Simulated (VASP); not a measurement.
CuI: single point with LDA

The system is CuI.

```xyz
2
Lattice="3.4947 0.0000 0.0000 0.0000 3.4947 0.0000 0.0000 0.0000 3.4947" Properties=species:S:1:pos:R:3 pbc="T T T"
Cu    0.0000    0.0000    0.0000
I     1.7474    1.7474    1.7474
```

| Property | Result |
| --- | --- |
| Program | VASP 6.6.1 |
| Task | single point |
| Functional | LDA |
| Potentials or basis | VASP PAW LDA potentials, release 64 (Cu, I) |
| Cutoff | 520 eV |
| k mesh | 6 × 6 × 6 |
| Occupations | fermi-dirac, width 0.02 eV |
| Spin | no spin polarisation |

The pressure is 0.1 GPa. The band gap on the k mesh is zero (band 9 reaches 7.35 eV, above the bottom of band 10 at 6.59 eV).

Levels at points of the mesh, in eV from the Fermi level:
```
           k point  band 6  band 7  band 8  band 9  band 10  band 11  band 12  band 13
(0.00, 0.00, 0.00)   -2.11   -1.86   -1.86   -1.86    -0.26     5.22     5.22    10.85
(0.50, 0.00, 0.00)   -2.09   -1.91    0.09    0.09     3.53     4.36     6.08     6.20
(0.50, 0.50, 0.00)   -2.28   -2.09   -1.92   -0.80    -0.16     7.49     7.49     7.82
(0.50, 0.50, 0.50)   -1.91   -1.02   -1.02   -1.02     1.17     1.17     1.17     1.85
```

Run time: 16 s on 1 thread of Intel(R) Xeon(R) Platinum 8259CL CPU @ 2.50GHz (Skylake/Cascade Lake), on a shared host, peak memory 0.15 GiB.

Caveat: spin-orbit coupling is left out, which moves the levels of the heavy elements; semilocal functionals often make such compounds metallic where correlation or magnetic order opens a gap, which also shifts bond lengths.
